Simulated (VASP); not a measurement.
CO2, 6 atoms in the cell. It takes space group P4_2/mnm (No. 136, tetragonal). Conventional cell: a = 4.227 Å, b = 4.227 Å, c = 4.688 Å, α = 90.00°, β = 90.00°, γ = 90.00°. Within 1.6 Å of C (site symmetry mmm) lie 2 O at 1.16 Å. Within 1.6 Å of O (site symmetry m2m) lie 1 C at 1.16 Å. 

```yaml
Program: VASP 6.6.1
Task: single point
Functional: r2SCAN
Potentials_or_basis: VASP PAW PBE potentials, release 64 (C, O)
Cutoff: 520 eV
k_mesh: 8 × 8 × 7
Occupations: fermi-dirac, width 0.01 eV
Spin: no spin polarisation
Dipole_correction: no
Further_INCAR_settings: ALGO = Normal; EDIFF = 1e-06; NBANDS = 25
```

Potentials or basis: VASP PAW PBE potentials, release 64 (C, O).

Command:

```bash
$ cat potpaw_PBE.64/C/POTCAR potpaw_PBE.64/O/POTCAR > POTCAR
$ cp INCAR.step1 INCAR
$ mpirun -np 1 vasp_std > vasp.out
$ cp INCAR.step2 INCAR
$ mpirun -np 1 vasp_std > vasp.out
```

Hardware: 1 thread of Intel(R) Xeon(R) 6975P-C (Granite Rapids), on a shared host.

Task: Estimate the wall time of this run.

Result: Wall time 2.6 min on 1 thread of Intel(R) Xeon(R) 6975P-C (Granite Rapids) (shared host), peak memory 0.24 GiB. Counts: k points 60.
